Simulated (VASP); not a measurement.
# Ge (Cmmm) in VASP: notebook

The runs below take Ge through single point, with PBEsol.

All numbers are computed with VASP 6.6.1; they aren't measurements. Logs are shortened: lines on timing, memory, paths and dates and some standing lists are left out, and cuts for length are marked.

## 1. The cell of the first run

It takes space group Cmmm (No. 65, orthorhombic). The conventional cell has a = 2.794 Å, b = 5.201 Å, c = 2.698 Å, α = 90.00°, β = 90.00°, γ = 90.00°. Ge (site symmetry mmm) has 8 Ge at 2.70 to 2.95 Å within 3.6 Å.

## 2. Single point, PBEsol

INCAR reads:

```
SYSTEM = Ge
PREC = Accurate ; ENCUT = 520
EDIFF = 1E-7 ; ISMEAR = 0
SIGMA = 0.1 ; LREAL = .FALSE.
LASPH = .TRUE. ; NELM = 60
ALGO = Normal ; ISIF = 2
LWAVE = .FALSE. ; LCHARG = .FALSE.
GGA = PS ; NBANDS = 13
```

KPOINTS reads:

```
Automatic mesh
0
G
  8 8 6
  0 0 0
```

POSCAR reads:

```
Ge
1.0
    1.3971490000     -2.6005160000      0.0000000000
    1.3971490000      2.6005160000      0.0000000000
    0.0000000000      0.0000000000      2.6982310000
Ge
1
Direct
    0.5000000000      0.5000000000      0.0000000000
```

Potentials or basis: VASP PAW PBE potentials, release 64 (Ge_d).

The run is started by

```bash
cat potpaw_PBE.64/Ge_d/POTCAR > POTCAR
mpirun -np 1 vasp_std > vasp.out
```

OUTCAR:

```text
SYSTEM = Ge
   PREC = Accurate
   ENCUT = 520
   EDIFF = 1E-7
   ISMEAR = 0
   LREAL = .FALSE.
   LASPH = .TRUE.
   NELM = 60
   ISIF = 2
   GGA = PS

 ion  position               nearest neighbor table
   1  0.500  0.500  0.000-

  LATTYP: Found a base centered orthorhombic cell.
 ALAT       =     2.7942980000
 B/A-ratio  =     1.8613018368
 C/A-ratio  =     0.9656203454

  Lattice vectors:

 A1 = (   1.3971490000,  -2.6005160000,   0.0000000000)
 A2 = (   1.3971490000,   2.6005160000,   0.0000000000)
 A3 = (   0.0000000000,   0.0000000000,   2.6982310000)

Analysis of symmetry for initial positions (statically):
=====================================================================
 Subroutine PRICEL returns:
 Original cell was already a primitive cell.

 Routine SETGRP: Setting up the symmetry group for a
 base centered orthorhombic supercell.

 Subroutine GETGRP returns: Found  8 space group operations
 (whereof  8 operations were pure point group operations)
 out of a pool of  8 trial point group operations.

The static configuration has the point symmetry D_2h.

Analysis of symmetry for dynamics (positions and initial velocities):
=====================================================================
 Subroutine PRICEL returns:
 Original cell was already a primitive cell.

 Routine SETGRP: Setting up the symmetry group for a
 base centered orthorhombic supercell.

 Subroutine GETGRP returns: Found  8 space group operations
 (whereof  8 operations were pure point group operations)
 out of a pool of  8 trial point group operations.

The dynamic configuration has the point symmetry D_2h.

 Subroutine INISYM returns: Found  8 space group operations
 (whereof  8 operations are pure point group operations),
 and found     1 'primitive' translations

----------------------------------------------------------------------------------------

                                     Primitive cell

  volume of cell :      19.6070

  direct lattice vectors                    reciprocal lattice vectors
     1.397149000 -2.600516000  0.000000000     0.357871637 -0.192269534  0.000000000
     1.397149000  2.600516000  0.000000000     0.357871637  0.192269534  0.000000000
     0.000000000  0.000000000  2.698231000     0.000000000  0.000000000  0.370613191

  length of vectors
     2.952068562  2.952068562  2.698231000     0.406250763  0.406250763  0.370613191

  position of ions in fractional coordinates (direct lattice)
     0.500000000  0.500000000  0.000000000

  ion indices of the primitive-cell ions
   primitive index   ion index
                 1           1

----------------------------------------------------------------------------------------

 KPOINTS: Automatic mesh

Automatic generation of k-mesh.
 Grid dimensions read from file:
 generate k-points for:    8    8    6

 Generating k-lattice:

  Cartesian coordinates                     Fractional coordinates (reciprocal lattice)
     0.044733955 -0.024033692  0.000000000     0.125000000  0.000000000  0.000000000
     0.044733955  0.024033692  0.000000000     0.000000000  0.125000000  0.000000000
     0.000000000  0.000000000  0.061768865     0.000000000  0.000000000  0.166666667

  Length of vectors
     0.050781345  0.050781345  0.061768865

  Shift w.r.t. Gamma in fractional coordinates (k-lattice)
     0.000000000  0.000000000  0.000000000

 Subroutine IBZKPT returns following result:
 ===========================================

 Found     84 irreducible k-points:

 Following reciprocal coordinates:
            Coordinates               Weight
  0.000000  0.000000  0.000000      1.000000
  0.125000  0.000000  0.000000      4.000000
  0.250000  0.000000  0.000000      4.000000
  0.375000  0.000000  0.000000      4.000000
  0.500000  0.000000  0.000000      2.000000
  0.125000  0.125000  0.000000      2.000000
[... 16 lines left out ...]
  0.125000  0.000000  0.166667      8.000000
  0.250000  0.000000  0.166667      8.000000
 [... further k-points ...]
   k-points           NKPTS =     84   k-points in BZ     NKDIM =     84   number of bands    NBANDS=     13
   number of dos      NEDOS =    301   number of ions     NIONS =      1
   total plane-waves  NPLWV =  11520
   dimension x,y,z NGX =    24 NGY =   24 NGZ =   20
   dimension x,y,z NGXF=    48 NGYF=   48 NGZF=   40
   ions per type =               1
   NGX,Y,Z   is equivalent  to a cutoff of  13.52, 13.52, 12.32 a.u.
   NGXF,Y,Z  is equivalent  to a cutoff of  27.03, 27.03, 24.65 a.u.
 SYSTEM =  Ge
   PREC   = accura    normal or accurate (medium, high low for compatibility)
   ISTART =      0    job   : 0-new  1-cont  2-samecut
   ICHARG =      2    charge: 1-file 2-atom 10-const
   ISPIN  =      1    spin polarized calculation?
   LNONCOLLINEAR =      F non collinear calculations
   LSORBIT =      F    spin-orbit coupling
   LASPH  =      T    aspherical Exc in radial PAW
   ENCUT  =  520.0 eV  38.22 Ry    6.18 a.u.   5.49  5.49  5.02*2*pi/ulx,y,z
   NELM   =     60;   NELMIN=  2; NELMDL= -5     # of ELM steps
   EDIFF  = 0.1E-06   stopping-criterion for ELM
   LREAL  =      F    real-space projection
   EDIFFG = 0.1E-05   stopping-criterion for IOM
   NSW    =      0    number of steps for IOM
   IBRION =     -1    ionic relax: 0-MD 1-quasi-New 2-CG
   NFREE  =      0    steps in history (QN), initial steepest desc. (CG)
   ISIF   =      2    stress and relaxation
   ISYM   =      2    0-nonsym 1-usesym 2-fastsym
   POTIM  = 0.5000    time-step for ionic-motion
   TEBEG  =    0.0;   TEEND  =   0.0 temperature during run
   PSTRESS=    0.0 pullay stress
   NELECT =      14.0000    total number of electrons
   NUPDOWN=      -1.0000    fix difference up-down
   EMIN   =  10.00;   EMAX   =-10.00  energy-range for DOS
   EFERMI =   0.00;   METHOD = LEGACY
   ISMEAR =     0;   SIGMA  =   0.10  broadening in eV -4-tet -1-fermi 0-gaus
   EFERMI_NEDOS =   21; number of points for ismear=-14 and -15
   IALGO  =     38    algorithm
   IMIX   =      4    mixing-type and parameters
     AMIX     =   0.40;   BMIX     =  1.00
     AMIX_MAG =   1.60;   BMIX_MAG =  1.00
  volume/ion in A,a.u.               =      19.61       132.31
  Fermi-wavevector in a.u.,A,eV,Ry     =   1.463234  2.765111 29.130796  2.141053
  Thomas-Fermi vector in A             =   2.579353
   LORBIT       =      0    0 simple, 1 ext, 2 COOP (PROOUT), +10 PAW based schemes
   GGA     = PS    functional components
   LHFCALC =     F    Hartree Fock is set to
   AEXX    =    0.0000 exact exchange contribution
   IVDW    =     0    specifies the selected vdW correction
   LEPSILON=     F    determine dielectric tensor
   LRPA    =     F    only Hartree local field effects (RPA)
 non-spin polarized calculation
 Gauss-broadening in eV      SIGMA  =   0.10
  energy-cutoff  :      520.00
  volume of cell :       19.61
 maximum number of plane-waves:       541
 NGX is ok and might be reduce to    24
   NGX = 11   NGY = 11   NGZ = 11

 number of electron      14.0000003 magnetization

 Free energy of the ion-electron system (eV)
  ---------------------------------------------------
  ext. energy  EPLUGINS =         0.00000000
  ---------------------------------------------------
  free energy    TOTEN  =        -4.77010563 eV

  energy without entropy =       -4.76680448  energy(sigma->0) =       -4.76845506

 E-fermi :   5.9723     XC(G=0): -11.1898

 val. band max:        5.9545019424   @ k =   0.2500   0.2500   0.1667
 cond. band min:       6.0300853862   @ k =  -0.3750   0.3750   0.3333
 fundamental gap:      0.0755834438
 Fermi energy:         5.9722679425

 k-point     1 :       0.0000    0.0000    0.0000
  band No.  band energies     occupation
      1     -18.6075      2.00000
      2     -18.5410      2.00000
      3     -18.4898      2.00000
      4     -18.3948      2.00000
      5     -18.3713      2.00000
      6      -6.7982      2.00000
      7      12.7195      0.00000
      8      13.1963      0.00000
      9      14.7048      0.00000
     10      16.2478      0.00000
     11      18.5503      0.00000
     12      20.9064      0.00000
     13      21.0731      0.00000

 k-point     2 :       0.1250    0.0000    0.0000
  band No.  band energies     occupation
      1     -18.5978      2.00000
      2     -18.5252      2.00000
      3     -18.4906      2.00000
      4     -18.3972      2.00000
      5     -18.3785      2.00000
      6      -6.4190      2.00000
      7      11.4250      0.00000
      8      12.5304      0.00000
      9      13.0862      0.00000
     10      16.7240      0.00000
     11      17.7637      0.00000
     12      20.4432      0.00000
     13      23.1311      0.00000

 k-point     3 :       0.2500    0.0000    0.0000
  band No.  band energies     occupation
      1     -18.5820      2.00000
      2     -18.5107      2.00000
      3     -18.4615      2.00000
      4     -18.4063      2.00000
      5     -18.3927      2.00000
      6      -5.2859      2.00000
      7       7.1812      0.00000
      8      10.9124      0.00000
      9      14.1373      0.00000
     10      15.1318      0.00000
     11      18.3950      0.00000
     12      23.7393      0.00000
     13      26.9231      0.00000
[... 305 lines left out ...]
 k-point    23 :       0.1250    0.0000    0.1667
  band No.  band energies     occupation
      1     -18.5476      2.00000
      2     -18.5223      2.00000
      3     -18.4881      2.00000
      4     -18.4148      2.00000
      5     -18.3959      2.00000
      6      -5.8720      2.00000
      7       8.4551      0.00000
      8      12.0740      0.00000
      9      13.0551      0.00000
     10      17.8739      0.00000
     11      20.7482      0.00000
     12      22.3904      0.00000
     13      23.4062      0.00000

 k-point    24 :       0.2500    0.0000    0.1667
  band No.  band energies     occupation
      1     -18.5426      2.00000
      2     -18.4950      2.00000
      3     -18.4594      2.00000
      4     -18.4261      2.00000
      5     -18.4110      2.00000
      6      -4.7404      2.00000
      7       7.5918      0.00000
      8       9.7684      0.00000
      9      11.4271      0.00000
     10      15.7751      0.00000
     11      21.7005      0.00000
     12      23.7145      0.00000
     13      25.0775      0.00000

 [... further k-points ...]
[... 5 lines left out ...]
  --------------------------------------------------------------------------------------
  -------------------------------------------------------------------------------------
  Total        0.0616456     -1.1577606     -0.8356818      0.0000000      0.0000000      0.0000000
  in kB        5.0373389    -94.6058435    -68.2873291      0.0000000      0.0000000      0.0000000
  external PRESSURE =     -52.6186112 kB  Pullay stress =       0.0000000 kB

 VOLUME and BASIS-vectors are now :
 -----------------------------------------------------------------------------
  energy-cutoff  :      520.00
  volume of cell :       19.61
      direct lattice vectors                 reciprocal lattice vectors
     1.397149000 -2.600516000  0.000000000     0.357871637 -0.192269534  0.000000000
     1.397149000  2.600516000  0.000000000     0.357871637  0.192269534  0.000000000
     0.000000000  0.000000000  2.698231000     0.000000000  0.000000000  0.370613191

 POSITION                                       TOTAL-FORCE (eV/Angst)
 -----------------------------------------------------------------------------------
      1.39715      0.00000      0.00000        -0.000000     -0.000000      0.000000
 -----------------------------------------------------------------------------------
    total drift:                               -0.000000     -0.000000     -0.000000

  FREE ENERGIE OF THE ION-ELECTRON SYSTEM (eV)
  ---------------------------------------------------
  free  energy   TOTEN  =        -4.7701056296 eV

  energy  without entropy=       -4.7668044810  energy(sigma->0) =       -4.76845506
```

It took 4.8 s on 1 thread of Intel Xeon 6975P-C (Granite Rapids), shared host; peak memory 0.14 GiB.

What came out:

```yaml
Free_energy: -4.7701 eV
Pressure: -5.3 GPa
Band_gap_on_the_k_mesh: zero (band 7 reaches 12.72 eV, above the bottom of band 8 at 3.82 eV)
```

Stress tensor (GPa, compression positive):
```
 0.50  0.00  0.00
 0.00 -9.46  0.00
 0.00  0.00 -6.83
```

Caveat: the k points lie up to 0.39 Å⁻¹ apart; the PAW data sets were made with another functional, which shifts forces and pressure a little.

## 3. Single point, PBEsol (strained)

INCAR reads:

```
SYSTEM = Ge
ALGO = Normal
EDIFF = 1E-6
ENCUT = 520
GGA = PS
ISIF = 2
ISMEAR = 0
LASPH = .True.
LCHARG = .False.
LREAL = .False.
LWAVE = .False.
NBANDS = 13
NELM = 100
PREC = Accurate
SIGMA = 0.1
```

KPOINTS reads:

```
k-points
0
Gamma
  16 16 16
  0 0 0
```

POSCAR reads:

```
Ge
1.0
    1.2994184274     -2.5473874581      0.0000000000
    1.2994184274      2.5473874581      0.0000000000
    0.0000000000      0.0000000000      2.6996610624
Ge
1
Direct
    0.5000000000      0.5000000000      0.0000000000
```

Potentials or basis: VASP PAW PBE potentials, release 64 (Ge_d).

The run is started by

```bash
cat potpaw_PBE.64/Ge_d/POTCAR > POTCAR
mpirun -np 1 vasp_std > vasp.out
```

OUTCAR:

```text
SYSTEM = Ge
   EDIFF = 1E-6
   ENCUT = 520
   GGA = PS
   ISIF = 2
   ISMEAR = 0
   LASPH = .True.
   LREAL = .False.
   NELM = 100
   PREC = Accurate

 ion  position               nearest neighbor table
   1  0.500  0.500  0.000-

  LATTYP: Found a base centered orthorhombic cell.
 ALAT       =     2.5988368548
 B/A-ratio  =     1.9604058280
 C/A-ratio  =     1.0387958973

  Lattice vectors:

 A1 = (   1.2994184274,  -2.5473874581,   0.0000000000)
[... 563 lines left out ...]
     11      20.4778      0.00000
     12      23.5300      0.00000
     13      24.7931      0.00000

 [... further k-points ...]

------------------------ aborting loop because EDIFF is reached ----------------------------------------

  FORCE on cell =-STRESS in cart. coord.  units (eV):
  Direction    XX          YY          ZZ          XY          YZ          ZX
  --------------------------------------------------------------------------------------
  -------------------------------------------------------------------------------------
  Total        1.2929570      0.2794328     -0.4330397      0.0000000      0.0000000      0.0000000
  in kB      115.9074652     25.0498224    -38.8199522      0.0000000      0.0000000      0.0000000
  external PRESSURE =      34.0457785 kB  Pullay stress =       0.0000000 kB

 VOLUME and BASIS-vectors are now :
 -----------------------------------------------------------------------------
  energy-cutoff  :      520.00
  volume of cell :       17.87
      direct lattice vectors                 reciprocal lattice vectors
     1.299418427 -2.547387458  0.000000000     0.384787525 -0.196279525  0.000000000
     1.299418427  2.547387458  0.000000000     0.384787525  0.196279525  0.000000000
     0.000000000  0.000000000  2.699661062     0.000000000  0.000000000  0.370416870

 POSITION                                       TOTAL-FORCE (eV/Angst)
 -----------------------------------------------------------------------------------
      1.29942      0.00000      0.00000         0.000000     -0.000000      0.000000
 -----------------------------------------------------------------------------------
    total drift:                               -0.000000     -0.000000     -0.000000

  FREE ENERGIE OF THE ION-ELECTRON SYSTEM (eV)
  ---------------------------------------------------
  free  energy   TOTEN  =        -4.7087809260 eV

  energy  without entropy=       -4.7070183935  energy(sigma->0) =       -4.70789966
```

OSZICAR:

```text
N       E                     dE             d eps       ncg     rms          rms(c)
DAV:   1     0.604596132958E+02    0.60460E+02   -0.70395E+03 18612   0.301E+03
DAV:   2     0.320849906971E+00   -0.60139E+02   -0.57361E+02 18322   0.402E+02
DAV:   3    -0.467020488111E+01   -0.49911E+01   -0.49685E+01 19515   0.688E+01
DAV:   4    -0.473427850297E+01   -0.64074E-01   -0.64067E-01 19642   0.843E+00
DAV:   5    -0.473488984771E+01   -0.61134E-03   -0.61134E-03 19932   0.905E-01    0.160E+00
DAV:   6    -0.471642102340E+01    0.18469E-01   -0.13020E-02 21448   0.270E+00    0.870E-01
DAV:   7    -0.470906207922E+01    0.73589E-02   -0.78093E-03 21748   0.175E+00    0.932E-02
DAV:   8    -0.470877993579E+01    0.28214E-03   -0.82491E-04 20692   0.683E-01    0.328E-02
DAV:   9    -0.470878107847E+01   -0.11427E-05   -0.14748E-05 22701   0.536E-02    0.742E-03
DAV:  10    -0.470878092599E+01    0.15248E-06   -0.34213E-07 14324   0.101E-02
   1 F= -.47087809E+01 E0= -.47078997E+01  d E =-.176253E-02
```

stdout:

```text
POSCAR found type information on POSCAR Ge
 POSCAR found :  1 types and       1 ions
 scaLAPACK will be used
 -----------------------------------------------------------------------------
|                                                                             |
|                                                                             |
|     You enforced a specific xc type in the INCAR file but a different       |
|     I HOPE YOU KNOW WHAT YOU ARE DOING!                                     |
|                                                                             |
 -----------------------------------------------------------------------------

 LDA part: xc-table for (Slater+PW92), standard interpolation
 POSCAR, INCAR and KPOINTS ok, starting setup
 FFT: planning ... GRIDC
 FFT: planning ... GRID_SOFT
 FFT: planning ... GRID
 WAVECAR not read
 entering main loop
```

Run time: 30 s. Hardware: 1 thread of Intel Xeon 6975P-C (Granite Rapids), shared host; peak memory 0.24 GiB.

Results:

```yaml
Free_energy: -4.7088 eV
Pressure: 3.4 GPa
Band_gap_on_the_k_mesh: zero (band 7 reaches 13.41 eV, above the bottom of band 8 at 4.15 eV)
```

Caveat: the cell differs from its parent crystal (strained); the PAW data sets were made with another functional, which shifts forces and pressure a little.

## 4. Single point, PBEsol (strained)

INCAR reads:

```
PREC = Accurate
ENCUT = 520
EDIFF = 1E-6
ISMEAR = 0
SIGMA = 0.1
LREAL = False
LASPH = True
NELM = 100
ALGO = Normal
ISIF = 2
LWAVE = False
LCHARG = False
GGA = PS
NBANDS = 13
```

KPOINTS reads:

```
Automatic mesh
0
Gamma
  16 16 16
```

POSCAR reads:

```
Ge
1.0
    1.2837005012     -2.5374014767      0.0000000000
    1.2837005012      2.5374014767      0.0000000000
    0.0000000000      0.0000000000      2.7987940694
Ge
1
Direct
    0.5000000000      0.5000000000      0.0000000000
```

The run is started by

```bash
cat potpaw_PBE.64/Ge_d/POTCAR > POTCAR
mpirun -np 1 vasp_std > vasp.out
```

It took 41 s on 1 thread of Intel Xeon 6975P-C (Granite Rapids), shared host; peak memory 0.25 GiB.

It converged, with:

| Property | Result |
| --- | --- |
| Free energy | -4.6625 eV |
| Pressure | 2.9 GPa |
| Band gap on the k mesh | zero (band 7 reaches 12.40 eV, above the bottom of band 8 at 4.11 eV) |

Stress tensor (GPa, compression positive):
```
13.38  0.00  0.00
 0.00  4.24  0.00
 0.00  0.00 -8.98
```

Levels at points of the mesh, in eV from the Fermi level:
| k point | band 3 | band 4 | band 5 | band 6 | band 7 | band 8 | band 9 | band 10 | band 11 | band 12 |
| --- | --- | --- | --- | --- | --- | --- | --- | --- | --- | --- |
| (0.00, 0.00, 0.00) | -24.63 | -24.55 | -24.51 | -13.62 | 4.65 | 7.95 | 8.62 | 11.67 | 12.65 | 17.48 |
| (0.50, 0.00, 0.00) | -24.62 | -24.56 | -24.49 | -7.00 | -5.70 | 4.07 | 8.12 | 9.78 | 15.09 | 15.33 |
| (0.50, 0.50, 0.00) | -24.61 | -24.52 | -24.52 | -8.92 | -6.17 | 7.85 | 8.27 | 11.34 | 14.41 | 14.66 |
| (0.00, 0.00, 0.50) | -24.62 | -24.60 | -24.55 | -10.48 | -6.26 | 10.32 | 14.05 | 15.77 | 17.28 | 18.05 |
| (0.50, 0.00, 0.50) | -24.61 | -24.53 | -24.43 | -3.43 | -3.24 | -0.92 | 3.59 | 6.43 | 11.76 | 13.80 |
| (0.50, 0.50, 0.50) | -24.56 | -24.52 | -24.49 | -5.55 | -3.59 | -2.36 | 2.74 | 10.24 | 15.56 | 17.20 |

Caveat: the cell differs from its parent crystal (strained); the PAW data sets were made with another functional, which shifts forces and pressure a little.

## 5. Summary

```tsv
cell	k mesh	gap on the mesh (eV)	pressure (GPa)
a = 2.952, b = 2.952, c = 2.698 Å, angles 90.0, 90.0, 123.5°, 1 atom	8 × 8 × 6	none	-5.3
a = 2.860, b = 2.860, c = 2.700 Å, angles 90.0, 90.0, 125.9°, 1 atom	16 × 16 × 16	none	3.4
a = 2.844, b = 2.844, c = 2.799 Å, angles 90.0, 90.0, 126.3°, 1 atom	16 × 16 × 16	none	2.9
```

Alike in all rows: task single point; level PBEsol; potentials or basis VASP PAW PBE potentials, release 64 (Ge_d); no spin polarisation; cutoff (eV) 520; smearing gaussian 0.1 eV.

Caveats: some runs use coarse meshes; the PAW data sets were made with another functional, which shifts forces and pressure a little.

Absolute energies hang on the potentials; compare differences alone.
